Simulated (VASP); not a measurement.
# AlN (P6_3mc) in VASP: a series of runs

The runs below take AlN through single point, with PBE.

All numbers are computed with VASP 6.6.1; they aren't measurements. Logs are shortened: lines on timing, memory, paths and dates and some standing lists are left out, and cuts for length are marked.

## 1. The cell of the first run

It takes space group P6_3mc (No. 186, hexagonal). Conventional cell: a = 3.313 Å, b = 3.313 Å, c = 4.188 Å, α = 90.00°, β = 90.00°, γ = 120.00°. Within 2.2 Å of Al (site symmetry 3m) lie 4 N at 1.63 to 1.97 Å. N (site symmetry 3m) has 4 Al at 1.63 to 1.97 Å within 2.2 Å.

## 2. Single point, PBE (mode 4 frozen in at -0.308 Å and mode 10 at +0.000 Å (largest displacements))

Input file INCAR:

```
SYSTEM = AlN
  PREC = Accurate
  ENCUT = 520
  EDIFF = 1E-7
  ISMEAR = 0
  SIGMA = 0.05
  LREAL = .FALSE.
  LASPH = .TRUE.
  NELM = 100
  ALGO = Normal
  ISIF = 2
  LWAVE = .FALSE.
  LCHARG = .TRUE.
  GGA = PE
  LELF = .TRUE.
  LVHAR = .TRUE.
  NBANDS = 16
```

Input file KPOINTS:

```
regular mesh
0
G
  9 9 6
  0 0 0
```

Input file POSCAR:

```
AlN
1.0
    3.3134793407      0.0000000000      0.0000000000
   -1.6567396703      2.8695572839      0.0000000000
    0.0000000000      0.0000000000      4.1875902417
Al N
2 2
Direct
    0.3333333333      0.6666666667      0.7881825525
    0.6666666667      0.3333333333      0.2881825525
    0.3333333333      0.6666666667      0.1764493462
    0.6666666667      0.3333333333      0.6764493462
```

Potentials or basis: VASP PAW PBE potentials, release 64 (Al, N).

Started as:

```
cat potpaw_PBE.64/Al/POTCAR potpaw_PBE.64/N/POTCAR > POTCAR
mpirun -np 1 vasp_std > vasp.out
```

OUTCAR:

```text
SYSTEM = AlN
   PREC = Accurate
   ENCUT = 520
   EDIFF = 1E-7
   ISMEAR = 0
   LREAL = .FALSE.
   LASPH = .TRUE.
   NELM = 100
   ISIF = 2
   GGA = PE

 ion  position               nearest neighbor table
   1  0.333  0.667  0.788-   3 1.63   4 1.97   4 1.97   4 1.97   3 2.56   2 2.84   2 2.84   2 2.84
                             2 2.84   2 2.84   2 2.84
   2  0.667  0.333  0.288-   4 1.63   3 1.97   3 1.97   3 1.97   4 2.56   1 2.84   1 2.84   1 2.84
                             1 2.84   1 2.84   1 2.84
   3  0.333  0.667  0.176-   1 1.63   2 1.97   2 1.97   2 1.97   1 2.56
   4  0.667  0.333  0.676-   2 1.63   1 1.97   1 1.97   1 1.97   2 2.56

  LATTYP: Found a hexagonal cell.
 ALAT       =     3.3134793407
 C/A-ratio  =     1.2638045423

  Lattice vectors:

 A1 = (   3.3134793407,   0.0000000000,   0.0000000000)
 A2 = (  -1.6567396703,   2.8695572839,   0.0000000000)
 A3 = (   0.0000000000,   0.0000000000,   4.1875902417)

Analysis of symmetry for initial positions (statically):
=====================================================================
 Subroutine PRICEL returns:
 Original cell was already a primitive cell.

 Routine SETGRP: Setting up the symmetry group for a
 hexagonal supercell.

 Subroutine GETGRP returns: Found 12 space group operations
 (whereof  6 operations were pure point group operations)
 out of a pool of 24 trial point group operations.

The static configuration has the point symmetry C_3v.
 The point group associated with its full space group is C_6v.

Analysis of symmetry for dynamics (positions and initial velocities):
=====================================================================
 Subroutine PRICEL returns:
 Original cell was already a primitive cell.

 Routine SETGRP: Setting up the symmetry group for a
 hexagonal supercell.

 Subroutine GETGRP returns: Found 12 space group operations
 (whereof  6 operations were pure point group operations)
 out of a pool of 24 trial point group operations.

The dynamic configuration has the point symmetry C_3v.
 The point group associated with its full space group is C_6v.

 Subroutine INISYM returns: Found 12 space group operations
 (whereof  6 operations are pure point group operations),
 and found     1 'primitive' translations

----------------------------------------------------------------------------------------

                                     Primitive cell

  volume of cell :      39.8165

  direct lattice vectors                    reciprocal lattice vectors
     3.313479341  0.000000000  0.000000000     0.301797566  0.174242906  0.000000000
    -1.656739670  2.869557284  0.000000000     0.000000000  0.348485812  0.000000000
     0.000000000  0.000000000  4.187590242     0.000000000  0.000000000  0.238800824

  length of vectors
     3.313479341  3.313479341  4.187590242     0.348485812  0.348485812  0.238800824

  position of ions in fractional coordinates (direct lattice)
     0.333333333  0.666666667  0.788182552
     0.666666667  0.333333333  0.288182552
     0.333333333  0.666666667  0.176449346
     0.666666667  0.333333333  0.676449346

  ion indices of the primitive-cell ions
   primitive index   ion index
                 1           1
                 2           2
                 3           3
                 4           4

----------------------------------------------------------------------------------------

 KPOINTS: regular mesh

Automatic generation of k-mesh.
 Grid dimensions read from file:
 generate k-points for:    9    9    6

 Generating k-lattice:

  Cartesian coordinates                     Fractional coordinates (reciprocal lattice)
     0.033533063  0.019360323  0.000000000     0.111111111  0.000000000  0.000000000
     0.000000000  0.038720646  0.000000000     0.000000000  0.111111111  0.000000000
     0.000000000  0.000000000  0.039800137     0.000000000  0.000000000  0.166666667

  Length of vectors
     0.038720646  0.038720646  0.039800137

  Shift w.r.t. Gamma in fractional coordinates (k-lattice)
     0.000000000  0.000000000  0.000000000

 Subroutine IBZKPT returns following result:
 ===========================================

 Found     48 irreducible k-points:

 Following reciprocal coordinates:
            Coordinates               Weight
  0.000000  0.000000  0.000000      1.000000
  0.111111  0.000000  0.000000      6.000000
  0.222222 -0.000000  0.000000      6.000000
  0.333333 -0.000000  0.000000      6.000000
  0.444444 -0.000000  0.000000      6.000000
  0.111111  0.111111  0.000000      6.000000
[... 16 lines left out ...]
  0.333333  0.222222  0.166667     24.000000
  0.333333  0.333333  0.166667      4.000000
 [... further k-points ...]
   k-points           NKPTS =     48   k-points in BZ     NKDIM =     48   number of bands    NBANDS=     16
   number of dos      NEDOS =    301   number of ions     NIONS =      4
   total plane-waves  NPLWV =  25088
   dimension x,y,z NGX =    28 NGY =   28 NGZ =   32
   dimension x,y,z NGXF=    56 NGYF=   56 NGZF=   64
   ions per type =               2   2
   NGX,Y,Z   is equivalent  to a cutoff of  14.05, 14.05, 12.70 a.u.
   NGXF,Y,Z  is equivalent  to a cutoff of  28.10, 28.10, 25.41 a.u.
 SYSTEM =  AlN
   PREC   = accura    normal or accurate (medium, high low for compatibility)
   ISTART =      0    job   : 0-new  1-cont  2-samecut
   ICHARG =      2    charge: 1-file 2-atom 10-const
   ISPIN  =      1    spin polarized calculation?
   LNONCOLLINEAR =      F non collinear calculations
   LSORBIT =      F    spin-orbit coupling
   LASPH  =      T    aspherical Exc in radial PAW
   ENCUT  =  520.0 eV  38.22 Ry    6.18 a.u.   6.16  6.16  7.79*2*pi/ulx,y,z
   NELM   =    100;   NELMIN=  2; NELMDL= -5     # of ELM steps
   EDIFF  = 0.1E-06   stopping-criterion for ELM
   LREAL  =      F    real-space projection
   EDIFFG = 0.1E-05   stopping-criterion for IOM
   NSW    =      0    number of steps for IOM
   IBRION =     -1    ionic relax: 0-MD 1-quasi-New 2-CG
   NFREE  =      0    steps in history (QN), initial steepest desc. (CG)
   ISIF   =      2    stress and relaxation
   ISYM   =      2    0-nonsym 1-usesym 2-fastsym
   POTIM  = 0.5000    time-step for ionic-motion
   TEBEG  =    0.0;   TEEND  =   0.0 temperature during run
   PSTRESS=    0.0 pullay stress
   NELECT =      16.0000    total number of electrons
   NUPDOWN=      -1.0000    fix difference up-down
   EMIN   =  10.00;   EMAX   =-10.00  energy-range for DOS
   EFERMI =   0.00;   METHOD = LEGACY
   ISMEAR =     0;   SIGMA  =   0.05  broadening in eV -4-tet -1-fermi 0-gaus
   EFERMI_NEDOS =   21; number of points for ismear=-14 and -15
   IALGO  =     38    algorithm
   IMIX   =      4    mixing-type and parameters
     AMIX     =   0.40;   BMIX     =  1.00
     AMIX_MAG =   1.60;   BMIX_MAG =  1.00
  volume/ion in A,a.u.               =       9.95        67.17
  Fermi-wavevector in a.u.,A,eV,Ry     =   1.208074  2.282930 19.856940  1.459444
  Thomas-Fermi vector in A             =   2.343693
   LORBIT       =      0    0 simple, 1 ext, 2 COOP (PROOUT), +10 PAW based schemes
   GGA     = PE    functional components
   LHFCALC =     F    Hartree Fock is set to
   AEXX    =    0.0000 exact exchange contribution
   IVDW    =     0    specifies the selected vdW correction
   LEPSILON=     F    determine dielectric tensor
   LRPA    =     F    only Hartree local field effects (RPA)
 non-spin polarized calculation
 Gauss-broadening in eV      SIGMA  =   0.05
  energy-cutoff  :      520.00
  volume of cell :       39.82
 maximum number of plane-waves:      1090
 NGX is ok and might be reduce to    28
   NGX = 13   NGY = 13   NGZ = 15

 number of electron      16.0000001 magnetization

 Free energy of the ion-electron system (eV)
  ---------------------------------------------------
  ext. energy  EPLUGINS =         0.00000000
  ---------------------------------------------------
  free energy    TOTEN  =       -27.71130687 eV

  energy without entropy =      -27.71130687  energy(sigma->0) =      -27.71130687

 E-fermi :   7.2506     XC(G=0): -11.0841

 val. band max:        6.9557348079   @ k =   0.0000   0.0000   0.0000
 cond. band min:      10.9849326261   @ k =   0.0000   0.0000   0.0000
 fundamental gap:      4.0291978182
 Fermi energy:         7.2505681964

 k-point     1 :       0.0000    0.0000    0.0000
  band No.  band energies     occupation
      1      -8.9583      2.00000
      2      -5.6073      2.00000
      3       1.2811      2.00000
      4       4.7061      2.00000
      5       4.7061      2.00000
      6       6.2509      2.00000
[... 8 lines left out ...]
     15      19.4796      0.00000
     16      20.1294      0.00000

 k-point     2 :       0.1111    0.0000    0.0000
  band No.  band energies     occupation
      1      -8.8228      2.00000
      2      -5.5997      2.00000
      3       1.4265      2.00000
      4       4.1766      2.00000
      5       4.5001      2.00000
      6       5.6311      2.00000
[... 8 lines left out ...]
     15      19.4294      0.00000
     16      19.7068      0.00000

 k-point     3 :       0.2222   -0.0000    0.0000
  band No.  band energies     occupation
      1      -8.4346      2.00000
      2      -5.6174      2.00000
      3       1.8332      2.00000
      4       3.0551      2.00000
      5       4.0826      2.00000
      6       4.6667      2.00000
[... 8 lines left out ...]
     15      18.5281      0.00000
     16      19.9028      0.00000

 k-point     4 :       0.3333   -0.0000    0.0000
  band No.  band energies     occupation
      1      -7.8630      2.00000
      2      -5.7593      2.00000
      3       1.8821      2.00000
      4       2.6018      2.00000
      5       3.7052      2.00000
      6       3.8559      2.00000
[... 8 lines left out ...]
     15      19.4129      0.00000
     16      20.3276      0.00000
[... 324 lines left out ...]
 k-point    22 :       0.2222    0.2222    0.1667
  band No.  band energies     occupation
      1      -7.4311      2.00000
      2      -5.9570      2.00000
      3       1.7055      2.00000
      4       1.9863      2.00000
      5       3.5286      2.00000
      6       4.1526      2.00000
[... 8 lines left out ...]
     15      19.9015      0.00000
     16      21.1206      0.00000

 k-point    23 :       0.3333    0.2222    0.1667
  band No.  band energies     occupation
      1      -6.9193      2.00000
      2      -6.1910      2.00000
      3       1.3560      2.00000
      4       2.1142      2.00000
      5       2.7676      2.00000
      6       4.6442      2.00000
[... 8 lines left out ...]
     15      19.8198      0.00000
     16      21.2885      0.00000

 k-point    24 :       0.3333    0.3333    0.1667
  band No.  band energies     occupation
      1      -6.5035      2.00000
      2      -6.5035      2.00000
      3       1.4182      2.00000
      4       2.2475      2.00000
      5       2.2475      2.00000
      6       4.8162      2.00000
[... 8 lines left out ...]
     15      19.7943      0.00000
     16      21.0392      0.00000

 [... further k-points ...]
[... 5 lines left out ...]
  --------------------------------------------------------------------------------------
  -------------------------------------------------------------------------------------
  Total       -2.6729041     -2.6729041     24.7423036     -0.0000000      0.0000000      0.0000000
  in kB     -107.5550039   -107.5550039    995.6056892     -0.0000000      0.0000000      0.0000000
  external PRESSURE =     260.1652271 kB  Pullay stress =       0.0000000 kB

 VOLUME and BASIS-vectors are now :
 -----------------------------------------------------------------------------
  energy-cutoff  :      520.00
  volume of cell :       39.82
      direct lattice vectors                 reciprocal lattice vectors
     3.313479341  0.000000000  0.000000000     0.301797566  0.174242906  0.000000000
    -1.656739670  2.869557284  0.000000000     0.000000000  0.348485812  0.000000000
     0.000000000  0.000000000  4.187590242     0.000000000  0.000000000  0.238800824

 POSITION                                       TOTAL-FORCE (eV/Angst)
 -----------------------------------------------------------------------------------
     -0.00000      1.91304      3.30059         0.000000      0.000000     -6.523597
      1.65674      0.95652      1.20679        -0.000000      0.000000     -6.523597
     -0.00000      1.91304      0.73890         0.000000      0.000000      6.523597
      1.65674      0.95652      2.83269        -0.000000     -0.000000      6.523597
 -----------------------------------------------------------------------------------
    total drift:                               -0.000000      0.000000      0.000071

  FREE ENERGIE OF THE ION-ELECTRON SYSTEM (eV)
  ---------------------------------------------------
  free  energy   TOTEN  =       -27.7113068742 eV

  energy  without entropy=      -27.7113068742  energy(sigma->0) =      -27.71130687
```

Wall time 18 s (1 thread of Intel Xeon 6975P-C (Granite Rapids), shared host); peak memory 0.17 GiB.

What came out:

| Item | Value |
| --- | --- |
| Free energy | -27.7113 eV |
| Pressure | 26.0 GPa |
| Largest force | 6.524 eV/Å |
| Band gap on the k mesh | 4.03 eV, direct |

Forces in eV/Å, atoms in the order of the input:
```
Al   0.000  0.000 -6.524
Al   0.000  0.000 -6.524
N    0.000  0.000  6.524
N    0.000  0.000  6.524
```

Stress tensor (GPa, compression positive):
```
-10.76   0.00   0.00
  0.00 -10.76   0.00
  0.00   0.00  99.56
```

Levels at points of the mesh, in eV from the valence-band top:
```
           k point  band 4  band 5  band 6  band 7  band 8  band 9  band 10  band 11  band 12  band 13
(0.00, 0.00, 0.00)   -2.25   -2.25   -0.70   -0.70    0.00    4.03     4.97     9.23     9.23    11.87
(0.00, 0.00, 0.50)   -3.03   -1.51   -1.51   -1.51   -1.51    5.89     5.89     9.44     9.44     9.44
```

Caveat: the cell differs from its parent crystal (mode 4 frozen in at -0.308 Å and mode 10 at +0.000 Å (largest displacements)); forces of over 1 eV/Å act on the atoms, so gaps and moduli don't describe the material at rest. A k mesh can miss the band edges.

[end of part 1 of 2]
